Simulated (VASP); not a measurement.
# Se (R-3m) in VASP: further runs

The runs below take Se through single point, with PBEsol.

All numbers are computed with VASP 6.6.1; they aren't measurements. Logs are shortened: lines on timing, memory, paths and dates and some standing lists are left out, and cuts for length are marked.

**1. The cell of the first run**

It takes space group R-3m (No. 166, trigonal). The conventional cell has a = 3.798 Å, b = 3.798 Å, c = 2.609 Å, α = 90.00°, β = 90.00°, γ = 120.00°. Se (site symmetry -3m) has 14 Se at 2.36 to 2.80 Å within 3.1 Å.

**2. Single point, PBEsol**

Input file INCAR:

```
PREC = Accurate ; ENCUT = 520
EDIFF = 1E-6 ; ISMEAR = -1
SIGMA = 0.05 ; LREAL = F
LASPH = T ; NELM = 60
ALGO = Normal ; ISIF = 2
LWAVE = F ; LCHARG = F
GGA = PS ; NBANDS = 9
```

Input file KPOINTS:

```
Automatic mesh
0
Gamma
  16 16 16
```

Input file POSCAR:

```
Se
1.0
    1.8989832972      1.0963782533      0.8697511204
   -1.8989832972      1.0963782533      0.8697511204
    0.0000000000     -2.1927574930      0.8697511204
Se
1
Direct
    0.0000000000      0.0000000000      0.0000000000
```

Potentials or basis: VASP PAW PBE potentials, release 64 (Se).

Command:

```sh
cat potpaw_PBE.64/Se/POTCAR > POTCAR
mpirun -np 1 vasp_std > vasp.out
```

OUTCAR:

```text
PREC = Accurate
   ENCUT = 520
   EDIFF = 1E-6
   ISMEAR = -1
   LREAL = F
   LASPH = T
   NELM = 60
   ISIF = 2
   GGA = PS

 ion  position               nearest neighbor table
   1  0.000  0.000  0.000-

  LATTYP: Found a trigonal (rhomboedric) cell.
 ALAT       =     2.3589515541
 COS(alpha) =    -0.2960876750

  Lattice vectors:

 A1 = (   1.8989832972,   1.0963782533,   0.8697511204)
 A2 = (  -1.8989832972,   1.0963782533,   0.8697511204)
 A3 = (   0.0000000000,  -2.1927574930,   0.8697511204)

Analysis of symmetry for initial positions (statically):
=====================================================================
 Subroutine PRICEL returns:
 Original cell was already a primitive cell.

 Routine SETGRP: Setting up the symmetry group for a
 trigonal (rhombohedral) supercell.

 Subroutine GETGRP returns: Found 12 space group operations
 (whereof 12 operations were pure point group operations)
 out of a pool of 12 trial point group operations.

The static configuration has the point symmetry D_3d.

Analysis of symmetry for dynamics (positions and initial velocities):
=====================================================================
 Subroutine PRICEL returns:
 Original cell was already a primitive cell.

 Routine SETGRP: Setting up the symmetry group for a
 trigonal (rhombohedral) supercell.

 Subroutine GETGRP returns: Found 12 space group operations
 (whereof 12 operations were pure point group operations)
 out of a pool of 12 trial point group operations.

The dynamic configuration has the point symmetry D_3d.

 Subroutine INISYM returns: Found 12 space group operations
 (whereof 12 operations are pure point group operations),
 and found     1 'primitive' translations

----------------------------------------------------------------------------------------

                                     Primitive cell

  volume of cell :      10.8650

  direct lattice vectors                    reciprocal lattice vectors
     1.898983297  1.096378253  0.869751120     0.263298788  0.152015617  0.383251456
    -1.898983297  1.096378253  0.869751120    -0.263298788  0.152015617  0.383251456
     0.000000000 -2.192757493  0.869751120     0.000000000 -0.304031234  0.383251284

  length of vectors
     2.358951006  2.358951006  2.358951554     0.489200039  0.489200039  0.489199895

  position of ions in fractional coordinates (direct lattice)
     0.000000000  0.000000000  0.000000000

  ion indices of the primitive-cell ions
   primitive index   ion index
                 1           1

----------------------------------------------------------------------------------------

 KPOINTS: Automatic mesh

Automatic generation of k-mesh.
 Grid dimensions read from file:
 generate k-points for:   16   16   16

 Generating k-lattice:

  Cartesian coordinates                     Fractional coordinates (reciprocal lattice)
     0.016456174  0.009500976  0.023953216     0.062500000  0.000000000  0.000000000
    -0.016456174  0.009500976  0.023953216     0.000000000  0.062500000  0.000000000
     0.000000000 -0.019001952  0.023953205     0.000000000  0.000000000  0.062500000

  Length of vectors
     0.030575002  0.030575002  0.030574993

  Shift w.r.t. Gamma in fractional coordinates (k-lattice)
     0.000000000  0.000000000  0.000000000

 Subroutine IBZKPT returns following result:
 ===========================================

 Found    417 irreducible k-points:

 Following reciprocal coordinates:
            Coordinates               Weight
  0.000000  0.000000  0.000000      1.000000
  0.062500  0.000000  0.000000      6.000000
  0.125000  0.000000  0.000000      6.000000
  0.187500  0.000000  0.000000      6.000000
  0.250000  0.000000  0.000000      6.000000
  0.312500  0.000000  0.000000      6.000000
[... 16 lines left out ...]
 -0.125000  0.062500 -0.000000     12.000000
 -0.062500  0.062500  0.000000      6.000000
 [... further k-points ...]
   k-points           NKPTS =    417   k-points in BZ     NKDIM =    417   number of bands    NBANDS=      9
   number of dos      NEDOS =    301   number of ions     NIONS =      1
   total plane-waves  NPLWV =   5832
   dimension x,y,z NGX =    18 NGY =   18 NGZ =   18
   dimension x,y,z NGXF=    36 NGYF=   36 NGZF=   36
   ions per type =               1
   NGX,Y,Z   is equivalent  to a cutoff of  12.69, 12.69, 12.69 a.u.
   NGXF,Y,Z  is equivalent  to a cutoff of  25.37, 25.37, 25.37 a.u.
 SYSTEM =  unknown system
   PREC   = accura    normal or accurate (medium, high low for compatibility)
   ISTART =      0    job   : 0-new  1-cont  2-samecut
   ICHARG =      2    charge: 1-file 2-atom 10-const
   ISPIN  =      1    spin polarized calculation?
   LNONCOLLINEAR =      F non collinear calculations
   LSORBIT =      F    spin-orbit coupling
   LASPH  =      T    aspherical Exc in radial PAW
   ENCUT  =  520.0 eV  38.22 Ry    6.18 a.u.   4.39  4.39  4.39*2*pi/ulx,y,z
   NELM   =     60;   NELMIN=  2; NELMDL= -5     # of ELM steps
   EDIFF  = 0.1E-05   stopping-criterion for ELM
   LREAL  =      F    real-space projection
   EDIFFG = 0.1E-04   stopping-criterion for IOM
   NSW    =      0    number of steps for IOM
   IBRION =     -1    ionic relax: 0-MD 1-quasi-New 2-CG
   NFREE  =      0    steps in history (QN), initial steepest desc. (CG)
   ISIF   =      2    stress and relaxation
   ISYM   =      2    0-nonsym 1-usesym 2-fastsym
   POTIM  = 0.5000    time-step for ionic-motion
   TEBEG  =    0.0;   TEEND  =   0.0 temperature during run
   PSTRESS=    0.0 pullay stress
   NELECT =       6.0000    total number of electrons
   NUPDOWN=      -1.0000    fix difference up-down
   EMIN   =  10.00;   EMAX   =-10.00  energy-range for DOS
   EFERMI =   0.00;   METHOD = LEGACY
   ISMEAR =    -1;   SIGMA  =   0.05  broadening in eV -4-tet -1-fermi 0-gaus
   EFERMI_NEDOS =   21; number of points for ismear=-14 and -15
   IALGO  =     38    algorithm
   IMIX   =      4    mixing-type and parameters
     AMIX     =   0.40;   BMIX     =  1.00
     AMIX_MAG =   1.60;   BMIX_MAG =  1.00
  volume/ion in A,a.u.               =      10.86        73.32
  Fermi-wavevector in a.u.,A,eV,Ry     =   1.343123  2.538135 24.544647  1.803981
  Thomas-Fermi vector in A             =   2.471223
   LORBIT       =      0    0 simple, 1 ext, 2 COOP (PROOUT), +10 PAW based schemes
   GGA     = PS    functional components
   LHFCALC =     F    Hartree Fock is set to
   AEXX    =    0.0000 exact exchange contribution
   IVDW    =     0    specifies the selected vdW correction
   LEPSILON=     F    determine dielectric tensor
   LRPA    =     F    only Hartree local field effects (RPA)
 non-spin polarized calculation
  energy-cutoff  :      520.00
  volume of cell :       10.86
 maximum number of plane-waves:       303
 NGX is ok and might be reduce to    18
   NGX =  9   NGY =  9   NGZ =  9

 number of electron       5.9999999 magnetization

 Free energy of the ion-electron system (eV)
  ---------------------------------------------------
  ext. energy  EPLUGINS =         0.00000000
  ---------------------------------------------------
  free energy    TOTEN  =        -0.60651499 eV

  energy without entropy =       -0.60438838  energy(sigma->0) =       -0.60545168

 E-fermi :  15.6111     XC(G=0): -13.7116

 val. band max:       15.5879088131   @ k =  -0.4375   0.5000   0.2500
 cond. band min:      15.6141092225   @ k =  -0.1875   0.1875   0.1875
 fundamental gap:      0.0262004094
 Fermi energy:        15.6110715674

 k-point     1 :       0.0000    0.0000    0.0000
  band No.  band energies     occupation
      1      -8.7984      2.00000
      2      21.4528      0.00000
      3      23.7756      0.00000
      4      23.7756      0.00000
      5      28.0947      0.00000
      6      28.0947      0.00000
      7      30.6482      0.00000
      8      34.2056      0.00000
      9      34.2060      0.00000

 k-point     2 :       0.0625    0.0000    0.0000
  band No.  band energies     occupation
      1      -8.6592      2.00000
      2      20.5538      0.00000
      3      22.5441      0.00000
      4      23.5111      0.00000
      5      28.0136      0.00000
      6      29.1568      0.00000
      7      30.7963      0.00000
      8      33.5513      0.00000
      9      33.7191      0.00000

 k-point     3 :       0.1250    0.0000    0.0000
  band No.  band energies     occupation
      1      -8.2420      2.00000
      2      17.8600      0.00000
      3      21.2407      0.00000
      4      22.8856      0.00000
      5      27.5338      0.00000
      6      29.0873      0.00000
      7      32.1029      0.00000
      8      33.2323      0.00000
      9      34.1897      0.00000

 k-point     4 :       0.1875    0.0000    0.0000
  band No.  band energies     occupation
      1      -7.5478      2.00000
      2      14.6149      2.00000
      3      20.1685      0.00000
      4      22.1608      0.00000
      5      26.6013      0.00000
      6      27.9971      0.00000
      7      33.5598      0.00000
      8      34.3034      0.00000
      9      35.3180      0.00000

 k-point     5 :       0.2500    0.0000    0.0000
  band No.  band energies     occupation
      1      -6.5794      2.00000
      2      11.3913      2.00000
      3      19.2147      0.00000
      4      21.4920      0.00000
      5      25.5394      0.00000
      6      26.9401      0.00000
      7      34.4119      0.00000
      8      36.4391      0.00000
      9      36.8619      0.00000

 k-point     6 :       0.3125    0.0000    0.0000
  band No.  band energies     occupation
      1      -5.3442      2.00000
      2       8.3399      2.00000
      3      18.4249      0.00000
      4      20.9500      0.00000
      5      24.5851      0.00000
      6      26.0806      0.00000
      7      35.6011      0.00000
      8      37.7068      0.00000
      9      39.5664      0.00000
[... 169 lines left out ...]
 k-point    21 :      -0.2500    0.0625   -0.0000
  band No.  band energies     occupation
      1      -6.8990      2.00000
      2      12.7478      2.00000
      3      19.7201      0.00000
      4      21.9321      0.00000
      5      25.9970      0.00000
      6      27.0511      0.00000
      7      32.7020      0.00000
      8      33.8007      0.00000
      9      36.1892      0.00000

 k-point    22 :      -0.1875    0.0625   -0.0000
  band No.  band energies     occupation
      1      -7.7544      2.00000
      2      15.9718      0.00147
      3      20.8651      0.00000
      4      22.7021      0.00000
      5      27.0417      0.00000
      6      27.6433      0.00000
      7      31.6970      0.00000
      8      32.2051      0.00000
      9      34.2750      0.00000

 k-point    23 :      -0.1250    0.0625   -0.0000
  band No.  band energies     occupation
      1      -8.3339      2.00000
      2      19.0740      0.00000
      3      21.8528      0.00000
      4      23.2143      0.00000
      5      28.0777      0.00000
      6      28.2834      0.00000
      7      30.6117      0.00000
      8      31.6868      0.00000
      9      32.8189      0.00000

 k-point    24 :      -0.0625    0.0625    0.0000
  band No.  band energies     occupation
      1      -8.6357      2.00000
      2      20.9444      0.00000
      3      22.7904      0.00000
      4      23.3718      0.00000
      5      28.5284      0.00000
      6      29.2258      0.00000
      7      29.2976      0.00000
      8      32.1451      0.00000
      9      32.6996      0.00000

 [... further k-points ...]
[... 5 lines left out ...]
  --------------------------------------------------------------------------------------
  -------------------------------------------------------------------------------------
  Total       12.3530710     12.3530724     11.7442018      0.0000000     -0.0000044      0.0000000
  in kB     1821.6191559   1821.6193694   1731.8335585      0.0000000     -0.0006547      0.0000000
  external PRESSURE =    1791.6906946 kB  Pullay stress =       0.0000000 kB

 VOLUME and BASIS-vectors are now :
 -----------------------------------------------------------------------------
  energy-cutoff  :      520.00
  volume of cell :       10.86
      direct lattice vectors                 reciprocal lattice vectors
     1.898983297  1.096378253  0.869751120     0.263298788  0.152015617  0.383251456
    -1.898983297  1.096378253  0.869751120    -0.263298788  0.152015617  0.383251456
     0.000000000 -2.192757493  0.869751120     0.000000000 -0.304031234  0.383251284

 POSITION                                       TOTAL-FORCE (eV/Angst)
 -----------------------------------------------------------------------------------
      0.00000      0.00000      0.00000         0.000000      0.000000      0.000000
 -----------------------------------------------------------------------------------
    total drift:                               -0.000000      0.000000      0.000000

  FREE ENERGIE OF THE ION-ELECTRON SYSTEM (eV)
  ---------------------------------------------------
  free  energy   TOTEN  =        -0.6065149868 eV

  energy  without entropy=       -0.6043883787  energy(sigma->0) =       -0.60545168
```

Wall time 12 s (1 thread of Intel Xeon 6975P-C (Granite Rapids), shared host); peak memory 0.15 GiB.

Results:

```
Free energy            : -0.6065 eV
Pressure               : 179.2 GPa
Band gap on the k mesh : zero (band 3 reaches 23.78 eV, above the bottom of band 4 at 7.34 eV)
```

Caveat: the PAW data sets were made with another functional, which shifts forces and pressure a little.

**3. Single point, PBEsol**

This run uses another cell than the first one, of 11.32 Å³/atom, 1.042 times its volume.

Input file INCAR:

```
SYSTEM = Se
ALGO = Normal
EDIFF = 1E-6
ENCUT = 520
GGA = PS
ISIF = 2
ISMEAR = -1
LASPH = .True.
LCHARG = .False.
LREAL = .False.
LWAVE = .False.
NBANDS = 9
NELM = 80
PREC = Accurate
SIGMA = 0.05
```

Input file KPOINTS:

```
k-points
0
Gamma
  16 16 16
  0 0 0
```

Input file POSCAR:

```
Se
1.0
    1.9250000000      1.1113990000      0.8816670000
   -1.9250000000      1.1113990000      0.8816670000
    0.0000000000     -2.2227990000      0.8816670000
Se
1
Direct
    0.0000000000      0.0000000000      0.0000000000
```

Potentials or basis: VASP PAW PBE potentials, release 64 (Se).

Command:

```sh
cat potpaw_PBE.64/Se/POTCAR > POTCAR
mpirun -np 1 vasp_std > vasp.out
```

Run time: 11 s. Hardware: 1 thread of Intel Xeon 6975P-C (Granite Rapids), shared host; peak memory 0.15 GiB.

Results (log left out):

```yaml
Free_energy: -1.0740 eV
Pressure: 152.5 GPa
Band_gap_on_the_k_mesh: zero (band 3 reaches 22.52 eV, above the bottom of band 4 at 6.89 eV)
```

Stress tensor (GPa, compression positive):
```
154.88   0.00   0.00
  0.00 154.88   0.00
  0.00   0.00 147.62
```

Levels at points of the mesh, in eV from the Fermi level:
| k point | band 1 | band 2 | band 3 | band 4 | band 5 | band 6 |
| --- | --- | --- | --- | --- | --- | --- |
| (0.00, 0.00, 0.00) | -23.69 | 5.51 | 7.76 | 7.76 | 12.40 | 12.40 |
| (0.50, 0.00, 0.00) | -16.41 | -13.27 | 1.66 | 4.53 | 7.70 | 9.18 |
| (0.50, 0.50, 0.00) | -14.44 | -12.73 | -1.48 | 4.78 | 4.80 | 9.63 |
| (0.50, 0.50, 0.50) | -7.79 | -6.85 | -6.85 | -4.94 | 0.49 | 0.49 |

Caveat: the PAW data sets were made with another functional, which shifts forces and pressure a little.

(Part 1 of 2 ends here.)
